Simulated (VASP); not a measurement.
Set up this calculation in VASP 6.6.1, as the native input.

* Task: single point
* Functional: LDA
* Potentials or basis: VASP PAW LDA potentials, release 64 (Na_pv)
* Cutoff: 520 eV
* k mesh: 13 × 13 × 13
* Occupations: fermi-dirac, width 0.05 eV
* Spin: no spin polarisation
* Dipole correction: no
* Further INCAR settings: ALGO = Normal; EDIFF = 1e-06; NBANDS = 10

The structure of Na lies in POSCAR:

```
Na
1.0
    0.0000000000      2.4212323255      2.4212323255
    2.4212323255      0.0000000000      2.4212323255
    2.4212323255      2.4212323255      0.0000000000
Na
1
Direct
    0.0000000000      0.0000000000      0.0000000000
```

This cell differs from its parent crystal: volume scaled by 0.85.

These files were run (other wordings do the same):

INCAR

```
SYSTEM = Na
PREC     = Accurate       ! precision mode
ENCUT    = 520            ! plane-wave cutoff, eV
EDIFF    = 1E-6           ! SCF threshold, eV
ISMEAR   = -1             ! smearing method
SIGMA    = 0.05           ! smearing width, eV
LREAL    = .False.        ! projectors in reciprocal space
LASPH    = .True.         ! aspherical terms in the spheres
NELM     = 100            ! most SCF steps
ALGO     = Normal         ! electronic algorithm
ISIF     = 2              ! what is computed and relaxed
LWAVE    = .False.        ! write WAVECAR
LCHARG   = .False.        ! write CHGCAR
GGA      = CA             ! functional
NBANDS   = 10             ! bands
```

KPOINTS

```
Automatic mesh
0
Gamma
  13 13 13
  0 0 0
```

Potentials or basis: VASP PAW LDA potentials, release 64 (Na_pv).

The run is started by

```bash
$ cat potpaw_LDA.64/Na_pv/POTCAR > POTCAR
$ mpirun -np 1 vasp_std > vasp.out
```

It gave:

The pressure is 1.9 GPa.

It took 18 s on 1 thread of Intel(R) Xeon(R) Platinum 8259CL CPU @ 2.50GHz (Skylake/Cascade Lake), with other jobs on the host, peak memory 0.14 GiB.
